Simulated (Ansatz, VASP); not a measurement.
**Two plane-wave programs on Ag**

```
Ag
1.0
     2.86163    0.00000    0.00000
    -1.43082    2.47825    0.00000
     0.00000    0.00000    9.46699
Ag
4
Direct
  0.33333 0.66667 0.25000
  0.66667 0.33333 0.75000
  0.00000 0.00000 0.00000
  0.00000 0.00000 0.50000
```

Change from the starting cell: strain -0.015 along x and y, +0.000 along z, atoms carried along.

Alike in both runs: task single point; functional r2SCAN; k mesh 18 × 18 × 6; occupations gaussian, width 0.15 eV; no spin polarisation.

```csv
,VASP,Ansatz
version,VASP 6.6.1,Ansatz 0.2.0
potentials or method,"VASP PAW PBE potentials, release 64 (Ag), cutoff 520 eV","scalar-relativistic, plane waves, PAW"
valence electrons in the cell,44,76
```

Ansatz gave:

- gap on the k mesh at the Fermi level (eV): none
- pressure (GPa): 3.5
- traceless stress, the component that is largest in VASP (GPa): -0.91

Problem. What did VASP give for the same quantities?

Solution. gap on the k mesh at the Fermi level (eV): none; pressure (GPa): 3.6; traceless stress, the component that is largest in VASP (GPa): -0.93.

VASP's potentials were made for PBE, not for r2SCAN. A gap of «none» marks a metal or a gap that the smearing closes. With one functional, cell and mesh, what is left measures potentials, basis and numerics. VASP's potentials hold 44 valence electrons a cell and Ansatz's 76, so a difference there can come from the potentials and not from the codes.
